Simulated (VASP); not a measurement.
# Al (Im-3m) in VASP: notebook

Runs on Al. Level: LDA. Tasks: single point.

All numbers are computed with VASP 6.6.1; they aren't measurements. Logs are shortened: lines on timing, memory, paths and dates and some standing lists are left out, and cuts for length are marked.

**1. The cell of the first run**

It takes space group Im-3m (No. 229, cubic). The conventional cell has a = 3.214 Å, b = 3.214 Å, c = 3.214 Å, α = 90.00°, β = 90.00°, γ = 90.00°. Al (site symmetry m-3m) has 14 Al at 2.78 to 3.21 Å within 3.7 Å.

**2. Single point, LDA**

INCAR reads:

```
  PREC = Accurate
  ENCUT = 500
  EDIFF = 1E-6
  ISMEAR = 0
  SIGMA = 0.1
  LREAL = F
  LASPH = T
  NELM = 120
  ALGO = Normal
  ISIF = 2
  LWAVE = F
  LCHARG = F
  NBANDS = 8
  GGA_COMPAT = F
```

KPOINTS reads:

```
Automatic mesh
0
Gamma
  8 8 8
```

POSCAR reads:

```
Al
1.0
   -1.6070005753      1.6070005753      1.6070005753
    1.6070005753     -1.6070005753      1.6070005753
    1.6070005753      1.6070005753     -1.6070005753
Al
1
Direct
    0.0000000000      0.0000000000      0.0000000000
```

Potentials or basis: VASP PAW LDA potentials, release 64 (Al).

On the command line:

```bash
$ cat potpaw_LDA.64/Al/POTCAR > POTCAR
$ mpirun -np 1 vasp_std > vasp.out
```

OUTCAR:

```text
PREC = Accurate
   ENCUT = 500
   EDIFF = 1E-6
   ISMEAR = 0
   LREAL = F
   LASPH = T
   NELM = 120
   ISIF = 2

 ion  position               nearest neighbor table
   1  0.000  0.000  0.000-

  LATTYP: Found a body centered cubic cell.
 ALAT       =     3.2140011506

  Lattice vectors:

 A1 = (  -1.6070005753,   1.6070005753,   1.6070005753)
 A2 = (   1.6070005753,  -1.6070005753,   1.6070005753)
 A3 = (   1.6070005753,   1.6070005753,  -1.6070005753)

Analysis of symmetry for initial positions (statically):
=====================================================================
 Subroutine PRICEL returns:
 Original cell was already a primitive cell.

 Routine SETGRP: Setting up the symmetry group for a
 body centered cubic supercell.

 Subroutine GETGRP returns: Found 48 space group operations
 (whereof 48 operations were pure point group operations)
 out of a pool of 48 trial point group operations.

The static configuration has the point symmetry O_h .

Analysis of symmetry for dynamics (positions and initial velocities):
=====================================================================
 Subroutine PRICEL returns:
 Original cell was already a primitive cell.

 Routine SETGRP: Setting up the symmetry group for a
 body centered cubic supercell.

 Subroutine GETGRP returns: Found 48 space group operations
 (whereof 48 operations were pure point group operations)
 out of a pool of 48 trial point group operations.

The dynamic configuration has the point symmetry O_h .

 Subroutine INISYM returns: Found 48 space group operations
 (whereof 48 operations are pure point group operations),
 and found     1 'primitive' translations

----------------------------------------------------------------------------------------

                                     Primitive cell

  volume of cell :      16.6000

  direct lattice vectors                    reciprocal lattice vectors
    -1.607000575  1.607000575  1.607000575     0.000000000  0.311138657  0.311138657
     1.607000575 -1.607000575  1.607000575     0.311138657  0.000000000  0.311138657
     1.607000575  1.607000575 -1.607000575     0.311138657  0.311138657  0.000000000

  length of vectors
     2.783406644  2.783406644  2.783406644     0.440016508  0.440016508  0.440016508

  position of ions in fractional coordinates (direct lattice)
     0.000000000  0.000000000  0.000000000

  ion indices of the primitive-cell ions
   primitive index   ion index
                 1           1

----------------------------------------------------------------------------------------

 KPOINTS: Automatic mesh

Automatic generation of k-mesh.
 Grid dimensions read from file:
 generate k-points for:    8    8    8

 Generating k-lattice:

  Cartesian coordinates                     Fractional coordinates (reciprocal lattice)
     0.000000000  0.038892332  0.038892332     0.125000000  0.000000000  0.000000000
     0.038892332  0.000000000  0.038892332     0.000000000  0.125000000  0.000000000
     0.038892332  0.038892332  0.000000000     0.000000000  0.000000000  0.125000000

  Length of vectors
     0.055002063  0.055002063  0.055002063

  Shift w.r.t. Gamma in fractional coordinates (k-lattice)
     0.000000000  0.000000000  0.000000000

 Subroutine IBZKPT returns following result:
 ===========================================

 Found     29 irreducible k-points:

 Following reciprocal coordinates:
            Coordinates               Weight
  0.000000  0.000000  0.000000      1.000000
  0.125000  0.000000  0.000000     12.000000
  0.250000  0.000000  0.000000     12.000000
  0.375000  0.000000  0.000000     12.000000
  0.500000  0.000000  0.000000      6.000000
  0.125000  0.125000  0.000000     24.000000
[... 16 lines left out ...]
 -0.250000  0.250000  0.250000      6.000000
 -0.375000  0.375000  0.250000     24.000000
 [... further k-points ...]
   k-points           NKPTS =     29   k-points in BZ     NKDIM =     29   number of bands    NBANDS=      8
   number of dos      NEDOS =    301   number of ions     NIONS =      1
   total plane-waves  NPLWV =   8000
   dimension x,y,z NGX =    20 NGY =   20 NGZ =   20
   dimension x,y,z NGXF=    40 NGYF=   40 NGZF=   40
   ions per type =               1
   NGX,Y,Z   is equivalent  to a cutoff of  11.95, 11.95, 11.95 a.u.
   NGXF,Y,Z  is equivalent  to a cutoff of  23.89, 23.89, 23.89 a.u.
 SYSTEM =  unknown system
   PREC   = accura    normal or accurate (medium, high low for compatibility)
   ISTART =      0    job   : 0-new  1-cont  2-samecut
   ICHARG =      2    charge: 1-file 2-atom 10-const
   ISPIN  =      1    spin polarized calculation?
   LNONCOLLINEAR =      F non collinear calculations
   LSORBIT =      F    spin-orbit coupling
   LASPH  =      T    aspherical Exc in radial PAW
   ENCUT  =  500.0 eV  36.75 Ry    6.06 a.u.   5.07  5.07  5.07*2*pi/ulx,y,z
   NELM   =    120;   NELMIN=  2; NELMDL= -5     # of ELM steps
   EDIFF  = 0.1E-05   stopping-criterion for ELM
   LREAL  =      F    real-space projection
   EDIFFG = 0.1E-04   stopping-criterion for IOM
   NSW    =      0    number of steps for IOM
   IBRION =     -1    ionic relax: 0-MD 1-quasi-New 2-CG
   NFREE  =      0    steps in history (QN), initial steepest desc. (CG)
   ISIF   =      2    stress and relaxation
   ISYM   =      2    0-nonsym 1-usesym 2-fastsym
   POTIM  = 0.5000    time-step for ionic-motion
   TEBEG  =    0.0;   TEEND  =   0.0 temperature during run
   PSTRESS=    0.0 pullay stress
   NELECT =       3.0000    total number of electrons
   NUPDOWN=      -1.0000    fix difference up-down
   EMIN   =  10.00;   EMAX   =-10.00  energy-range for DOS
   EFERMI =   0.00;   METHOD = LEGACY
   ISMEAR =     0;   SIGMA  =   0.10  broadening in eV -4-tet -1-fermi 0-gaus
   EFERMI_NEDOS =   21; number of points for ismear=-14 and -15
   IALGO  =     38    algorithm
   IMIX   =      4    mixing-type and parameters
     AMIX     =   0.40;   BMIX     =  1.00
     AMIX_MAG =   1.60;   BMIX_MAG =  1.00
  volume/ion in A,a.u.               =      16.60       112.02
  Fermi-wavevector in a.u.,A,eV,Ry     =   0.925577  1.749087 11.656013  0.856693
  Thomas-Fermi vector in A             =   2.051446
   LORBIT       =      0    0 simple, 1 ext, 2 COOP (PROOUT), +10 PAW based schemes
   GGA     = CA    functional components
   LHFCALC =     F    Hartree Fock is set to
   AEXX    =    0.0000 exact exchange contribution
   IVDW    =     0    specifies the selected vdW correction
   LEPSILON=     F    determine dielectric tensor
   LRPA    =     F    only Hartree local field effects (RPA)
 non-spin polarized calculation
 Gauss-broadening in eV      SIGMA  =   0.10
  energy-cutoff  :      500.00
  volume of cell :       16.60
 maximum number of plane-waves:       429
   NGX = 11   NGY = 11   NGZ = 11

 number of electron       3.0000000 magnetization

 Free energy of the ion-electron system (eV)
  ---------------------------------------------------
  ext. energy  EPLUGINS =         0.00000000
  ---------------------------------------------------
  free energy    TOTEN  =        -4.05348595 eV

  energy without entropy =       -4.04953603  energy(sigma->0) =       -4.05151099

 E-fermi :   7.8415     XC(G=0): -10.3243

 val. band max:        7.7700785693   @ k =   0.2500   0.2500   0.1250
 cond. band min:       7.8841978488   @ k =  -0.3750   0.3750   0.1250
 fundamental gap:      0.1141192795
 Fermi energy:         7.8414962621

 k-point     1 :       0.0000    0.0000    0.0000
  band No.  band energies     occupation
      1      -3.3242      2.00000
      2      20.8889      0.00000
      3      20.8889      0.00000
      4      20.8889      0.00000
      5      22.0711      0.00000
      6      22.0711      0.00000
      7      22.0711      0.00000
      8      23.9678      0.00000

 k-point     2 :       0.1250    0.0000    0.0000
  band No.  band energies     occupation
      1      -2.8778      2.00000
      2      17.0306      0.00000
      3      18.8911      0.00000
      4      19.5200      0.00000
      5      20.8193      0.00000
      6      22.0086      0.00000
      7      23.5630      0.00000
      8      24.1364      0.00000

 k-point     3 :       0.2500    0.0000    0.0000
  band No.  band energies     occupation
      1      -1.5471      2.00000
      2      11.9911      0.00000
      3      17.1302      0.00000
      4      17.6477      0.00000
      5      19.1050      0.00000
      6      20.4532      0.00000
      7      25.1234      0.00000
      8      25.2664      0.00000

 k-point     4 :       0.3750    0.0000    0.0000
  band No.  band energies     occupation
      1       0.6435      2.00000
      2       7.4760      2.00000
      3      16.0742      0.00000
      4      16.4153      0.00000
      5      17.9903      0.00000
      6      19.3980      0.00000
      7      26.7689      0.00000
      8      27.5019      0.00000

 k-point     5 :       0.5000    0.0000    0.0000
  band No.  band energies     occupation
      1       3.4767      2.00000
      2       3.8610      2.00000
      3      15.7233      0.00000
      4      15.9950      0.00000
      5      17.6123      0.00000
      6      19.0227      0.00000
      7      28.2017      0.00000
      8      29.3971      0.00000
[... 177 lines left out ...]
 k-point    22 :       0.2500    0.2500    0.2500
  band No.  band energies     occupation
      1       6.7930      2.00000
      2       6.7930      2.00000
      3       6.7930      2.00000
      4       7.9741      0.06071
      5      29.3101      0.00000
      6      29.3101      0.00000
      7      30.3294      0.00000
      8      30.3294      0.00000

 k-point    23 :      -0.2500    0.2500    0.2500
  band No.  band energies     occupation
      1       0.2086      2.00000
      2      12.6878      0.00000
      3      12.6878      0.00000
      4      14.3751      0.00000
      5      15.5760      0.00000
      6      24.3583      0.00000
      7      25.4872      0.00000
      8      26.4432      0.00000

 k-point    24 :      -0.3750    0.3750    0.2500
  band No.  band energies     occupation
      1       2.3717      2.00000
      2       9.0714      0.00000
      3      11.5162      0.00000
      4      13.6416      0.00000
      5      16.1464      0.00000
      6      22.0357      0.00000
      7      24.1114      0.00000
      8      27.0555      0.00000

 [... further k-points ...]
[... 5 lines left out ...]
  --------------------------------------------------------------------------------------
  -------------------------------------------------------------------------------------
  Total       -0.1151391     -0.1151391     -0.1151391      0.0000000      0.0000000     -0.0000000
  in kB      -11.1128472    -11.1128472    -11.1128472      0.0000000      0.0000000     -0.0000000
  external PRESSURE =     -11.1128472 kB  Pullay stress =       0.0000000 kB

 VOLUME and BASIS-vectors are now :
 -----------------------------------------------------------------------------
  energy-cutoff  :      500.00
  volume of cell :       16.60
      direct lattice vectors                 reciprocal lattice vectors
    -1.607000575  1.607000575  1.607000575     0.000000000  0.311138657  0.311138657
     1.607000575 -1.607000575  1.607000575     0.311138657  0.000000000  0.311138657
     1.607000575  1.607000575 -1.607000575     0.311138657  0.311138657  0.000000000

 POSITION                                       TOTAL-FORCE (eV/Angst)
 -----------------------------------------------------------------------------------
      0.00000      0.00000      0.00000        -0.000000      0.000000      0.000000
 -----------------------------------------------------------------------------------
    total drift:                                0.000000      0.000000     -0.000000

  FREE ENERGIE OF THE ION-ELECTRON SYSTEM (eV)
  ---------------------------------------------------
  free  energy   TOTEN  =        -4.0534859524 eV

  energy  without entropy=       -4.0495360322  energy(sigma->0) =       -4.05151099
```

It took 2.2 s on 1 thread of Intel Xeon Platinum 8259CL at 2.50GHz (Skylake/Cascade Lake), shared host; peak memory 0.11 GiB.

What came out:

| Item | Value |
| --- | --- |
| Free energy | -4.0535 eV |
| Pressure | -1.1 GPa |

**3. Single point, LDA**

This run uses another cell than the first one, of 16.25 Å³/atom, 0.979 times its volume.

INCAR reads:

```
PREC     = Accurate       # precision mode
ENCUT    = 500            # plane-wave cutoff, eV
EDIFF    = 1E-6           # SCF threshold, eV
ISMEAR   = 0              # smearing method
SIGMA    = 0.1            # smearing width, eV
LREAL    = F              # projectors in reciprocal space
LASPH    = T              # aspherical terms in the spheres
NELM     = 120            # most SCF steps
ALGO     = Normal         # electronic algorithm
ISIF     = 2              # what is computed and relaxed
LWAVE    = F              # write WAVECAR
LCHARG   = F              # write CHGCAR
GGA      = CA             # functional
NBANDS   = 8              # bands
GGA_COMPAT= F
```

KPOINTS reads:

```
Automatic mesh
0
Gamma
  14 14 14
```

POSCAR reads:

```
Al
1.0
   -1.5957183179      1.5957183179      1.5957183179
    1.5957183179     -1.5957183179      1.5957183179
    1.5957183179      1.5957183179     -1.5957183179
Al
1
Direct
    0.0000000000      0.0000000000      0.0000000000
```

Potentials or basis: VASP PAW LDA potentials, release 64 (Al).

On the command line:

```bash
$ cat potpaw_LDA.64/Al/POTCAR > POTCAR
$ mpirun -np 1 vasp_std > vasp.out
```

OUTCAR:

```text
PREC = Accurate
   ENCUT = 500
   EDIFF = 1E-6
   ISMEAR = 0
   LREAL = F
   LASPH = T
   NELM = 120
   ISIF = 2
   GGA = CA

 ion  position               nearest neighbor table
   1  0.000  0.000  0.000-

  LATTYP: Found a body centered cubic cell.
 ALAT       =     3.1914366358

  Lattice vectors:

 A1 = (  -1.5957183179,   1.5957183179,   1.5957183179)
 A2 = (   1.5957183179,  -1.5957183179,   1.5957183179)
 A3 = (   1.5957183179,   1.5957183179,  -1.5957183179)

Analysis of symmetry for initial positions (statically):
=====================================================================
 Subroutine PRICEL returns:
 Original cell was already a primitive cell.

 Routine SETGRP: Setting up the symmetry group for a
 body centered cubic supercell.

 Subroutine GETGRP returns: Found 48 space group operations
 (whereof 48 operations were pure point group operations)
 out of a pool of 48 trial point group operations.

The static configuration has the point symmetry O_h .

Analysis of symmetry for dynamics (positions and initial velocities):
=====================================================================
 Subroutine PRICEL returns:
 Original cell was already a primitive cell.

 Routine SETGRP: Setting up the symmetry group for a
 body centered cubic supercell.

 Subroutine GETGRP returns: Found 48 space group operations
 (whereof 48 operations were pure point group operations)
 out of a pool of 48 trial point group operations.

The dynamic configuration has the point symmetry O_h .

 Subroutine INISYM returns: Found 48 space group operations
 (whereof 48 operations are pure point group operations),
 and found     1 'primitive' translations

----------------------------------------------------------------------------------------

                                     Primitive cell

  volume of cell :      16.2528

  direct lattice vectors                    reciprocal lattice vectors
[... 101 lines left out ...]
   EFERMI_NEDOS =   21; number of points for ismear=-14 and -15
   IALGO  =     38    algorithm
   IMIX   =      4    mixing-type and parameters
     AMIX     =   0.40;   BMIX     =  1.00
     AMIX_MAG =   1.60;   BMIX_MAG =  1.00
  volume/ion in A,a.u.               =      16.25       109.68
  Fermi-wavevector in a.u.,A,eV,Ry     =   0.932121  1.761454 11.821419  0.868850
  Thomas-Fermi vector in A             =   2.058686
   LORBIT       =      0    0 simple, 1 ext, 2 COOP (PROOUT), +10 PAW based schemes
   GGA     = CA    functional components
   LHFCALC =     F    Hartree Fock is set to
   AEXX    =    0.0000 exact exchange contribution
   IVDW    =     0    specifies the selected vdW correction
   LEPSILON=     F    determine dielectric tensor
   LRPA    =     F    only Hartree local field effects (RPA)
 non-spin polarized calculation
 Gauss-broadening in eV      SIGMA  =   0.10
  energy-cutoff  :      500.00
  volume of cell :       16.25
 maximum number of plane-waves:       426
   NGX =  9   NGY =  9   NGZ =  9

 number of electron       3.0000000 magnetization

 Free energy of the ion-electron system (eV)
  ---------------------------------------------------
  ext. energy  EPLUGINS =         0.00000000
  ---------------------------------------------------
  free energy    TOTEN  =        -4.09645358 eV

  energy without entropy =       -4.09370429  energy(sigma->0) =       -4.09507893

 E-fermi :   7.9804     XC(G=0): -10.4029

 val. band max:        7.9688699148   @ k =   0.2857   0.2857   0.0000
 cond. band min:       7.9960505736   @ k =   0.2857   0.2143   0.0000
 fundamental gap:      0.0271806588
 Fermi energy:         7.9803835107

 k-point     1 :       0.0000    0.0000    0.0000
  band No.  band energies     occupation
      1      -3.2502      2.00000
      2      21.2348      0.00000
      3      21.2348      0.00000
      4      21.2348      0.00000
      5      22.5984      0.00000
      6      22.5984      0.00000
      7      22.5984      0.00000
      8      24.3509      0.00000
[... 243 lines left out ...]
 k-point    24 :       0.3571    0.2857    0.0000
  band No.  band energies     occupation
      1       5.2602      2.00000
      2       5.7186      2.00000
      3       7.5855      2.00000
      4      15.1386      0.00000
      5      22.7976      0.00000
      6      24.4534      0.00000
      7      24.5031      0.00000
      8      30.2323      0.00000

 [... further k-points ...]
[... 5 lines left out ...]
  --------------------------------------------------------------------------------------
  -------------------------------------------------------------------------------------
  Total        0.0058554      0.0058554      0.0058554     -0.0000000      0.0000000      0.0000000
  in kB        0.5772143      0.5772143      0.5772143     -0.0000000      0.0000000      0.0000000
  external PRESSURE =       0.5772143 kB  Pullay stress =       0.0000000 kB

 VOLUME and BASIS-vectors are now :
 -----------------------------------------------------------------------------
  energy-cutoff  :      500.00
  volume of cell :       16.25
      direct lattice vectors                 reciprocal lattice vectors
    -1.595718318  1.595718318  1.595718318     0.000000000  0.313338510  0.313338510
     1.595718318 -1.595718318  1.595718318     0.313338510  0.000000000  0.313338510
     1.595718318  1.595718318 -1.595718318     0.313338510  0.313338510  0.000000000

 POSITION                                       TOTAL-FORCE (eV/Angst)
 -----------------------------------------------------------------------------------
      0.00000      0.00000      0.00000         0.000000      0.000000     -0.000000
 -----------------------------------------------------------------------------------
    total drift:                                0.000000      0.000000     -0.000000

  FREE ENERGIE OF THE ION-ELECTRON SYSTEM (eV)
  ---------------------------------------------------
  free  energy   TOTEN  =        -4.0964535822 eV

  energy  without entropy=       -4.0937042860  energy(sigma->0) =       -4.09507893
```

OSZICAR:

```text
N       E                     dE             d eps       ncg     rms          rms(c)
DAV:   1    -0.284477672779E+01   -0.28448E+01   -0.89736E+02  1688   0.200E+02
DAV:   2    -0.412074728348E+01   -0.12760E+01   -0.12278E+01  2328   0.181E+01
DAV:   3    -0.412632730152E+01   -0.55800E-02   -0.55794E-02  2040   0.131E+00
DAV:   4    -0.412633687388E+01   -0.95724E-05   -0.95721E-05  2480   0.535E-02
DAV:   5    -0.412633689479E+01   -0.20915E-07   -0.21097E-07  2048   0.160E-03    0.133E+00
DAV:   6    -0.410800251257E+01    0.18334E-01   -0.29987E-03  1856   0.210E-01    0.738E-01
DAV:   7    -0.409647907230E+01    0.11523E-01   -0.73329E-03  1896   0.322E-01    0.155E-01
DAV:   8    -0.409645363907E+01    0.25433E-04   -0.30607E-05  2184   0.353E-02    0.126E-02
DAV:   9    -0.409645358217E+01    0.56894E-07   -0.15810E-07  2144   0.199E-03
   1 F= -.40964536E+01 E0= -.40950789E+01  d E =-.274930E-02
```

Wall time 6.5 s (1 thread of Intel Xeon Platinum 8259CL at 2.50GHz (Skylake/Cascade Lake), shared host); peak memory 0.11 GiB.

Results:

```yaml
Free_energy: -4.0965 eV
Pressure: 0.1 GPa
```
